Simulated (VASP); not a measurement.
The system is Na3Rh.

```xyz
4
Lattice="7.8516 0.0000 0.0000 -3.9258 6.7997 0.0000 0.0000 0.0000 2.7962" Properties=species:S:1:pos:R:3 pbc="T T T"
Na    5.6777    1.2551    0.0000
Na    3.9258    4.2894    0.0000
Na    2.1740    1.2551    0.0000
Rh    0.0000    0.0000    1.3981
```

| Property | Result |
| --- | --- |
| Program | VASP 6.6.1 |
| Task | relaxation of cell and atoms |
| Functional | PBE |
| Potentials or basis | VASP PAW PBE potentials, release 64 (Na_pv, Rh_pv) |
| Cutoff | 600 eV |
| k mesh | 3 × 3 × 6 |
| Occupations | gaussian, width 0.1 eV |
| Spin | no spin polarisation |

At the start: pressure 0.4 GPa; volume 37.32 Å³/atom.

How do energy, volume and symmetry change on relaxing?

Over 6 steps the energy falls by 6.8 meV/atom and the volume is 38.23 Å³/atom (+2.4 %); space group P-6m2 (No. 187, to 0.05 Å).

The path:
```tsv
step	energy change (eV)	largest force (eV/Å)	pressure (GPa)	volume (Å³)
1	0.0000	0.1038	0.35	149.29
2	-0.0109	0.1120	0.16	151.06
3	-0.0201	0.1304	-0.17	154.58
4	-0.0202	0.1322	-0.20	154.96
5	-0.0248	0.0909	-0.08	154.14
6	-0.0272	0.0271	0.11	152.94
```

Final structure:
```cif
data_structure
_symmetry_space_group_name_H-M 'P 1'
_symmetry_Int_Tables_number 1
_cell_length_a 7.7790
_cell_length_b 7.7790
_cell_length_c 2.9184
_cell_angle_alpha 90.000
_cell_angle_beta 90.000
_cell_angle_gamma 120.000
_cell_volume 152.94
loop_
_atom_site_label
_atom_site_type_symbol
_atom_site_fract_x
_atom_site_fract_y
_atom_site_fract_z
_atom_site_occupancy
Na1 Na 0.81865 0.18135 0.00000 1
Na2 Na 0.81865 0.63730 0.00000 1
Na3 Na 0.36270 0.18135 0.00000 1
Rh1 Rh 0.00000 0.00000 0.50000 1
```

Caveat: the k points lie up to 0.36 Å⁻¹ apart in the final cell.
